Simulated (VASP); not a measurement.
Runs of VASP 6.6.1 on Na. The structure is that of space group Im-3m (No. 229), or close to it. The cells are those of the table. 

| level | cell | k mesh | gap on the mesh (eV) | pressure (GPa) |
| --- | --- | --- | --- | --- |
| PBE | a = 3.706 Å, angles 109.5°, 1 atom | 14 × 14 × 14 | none | -0.4 |
| PBE | a = 3.671 Å, angles 109.9, 108.7, 109.9°, 1 atom | 12 × 12 × 12 | none | -0.2 |
| PBE | a = 3.575 Å, angles 108.6, 108.6, 111.1°, 1 atom | 12 × 12 × 12 | none | 0.4 |
| PBE | a = 3.590, b = 3.786, c = 3.786 Å, angles 110.5, 108.4, 108.4°, 1 atom | 12 × 12 × 12 | none | -0.5 |
| PBEsol | a = 3.688 Å, angles 109.5°, 1 atom | 14 × 14 × 14 | none | -0.5 |
| PBE | a = 3.665 Å, angles 109.5°, 1 atom | 14 × 14 × 14 | none | -0.2 |
| PBE | a = 3.585 Å, angles 109.5°, 1 atom | 14 × 14 × 14 | none | (a) |
| PBE | a = 3.775, b = 3.669, c = 3.669 Å, angles 108.8, 109.3, 109.3°, 1 atom | 12 × 12 × 12 | none | -0.6 |

Alike in all rows: task single point; potentials or basis VASP PAW PBE potentials, release 64 (Na_pv); no spin polarisation; cutoff (eV) 520; smearing gaussian 0.1 eV.

Question: Estimate the missing entries.

Answer: (a) 0.3.

Caveats: the PAW data sets were made with another functional, which shifts forces and pressure a little (at least some runs).

A gap of «none» marks levels without a gap at the run's occupations.
